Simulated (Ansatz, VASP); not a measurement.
## Two plane-wave programs on Pt

```
Pt
1.0
    -0.19468    1.86890    1.86890
     1.86890   -0.19468    1.86890
     1.86890    1.86890   -0.19468
Pt
1
Direct
  0.00000 0.00000 0.00000
```

Change from the starting cell: equal engineering shear yz, xz and xy -0.1000, equal normal strain along x, y and z +0.0100.

Alike in both runs: task single point; functional LDA; k mesh 20 × 20 × 20; occupations gaussian, width 0.15 eV; no spin polarisation.

```csv
,VASP,Ansatz
version,VASP 6.6.1,Ansatz 0.2.0
potentials or method,"VASP PAW LDA potentials, release 64 (Pt), cutoff 520 eV","scalar-relativistic, plane waves, PAW"
valence electrons in the cell,10,18
```

|  | VASP | Ansatz | Ansatz less VASP |
| --- | --- | --- | --- |
| gap on the k mesh at the Fermi level (eV) | none | none | - |
| pressure (GPa) | 0.8 | 0.1 | -0.69 |
| traceless stress, the component that is largest in VASP (GPa) | 8.23 | 8.10 | -0.128 |

Ansatz warns that its potentials were made for another functional, while VASP's fit it. LDA's correlation is that of Perdew and Zunger in VASP and of Perdew and Wang (1992) in Ansatz. A gap of «none» marks a metal or a gap that the smearing closes. VASP's potentials hold 10 valence electrons a cell and Ansatz's 18, so a difference there can come from the potentials and not from the codes.

Spin-orbit coupling is off throughout.
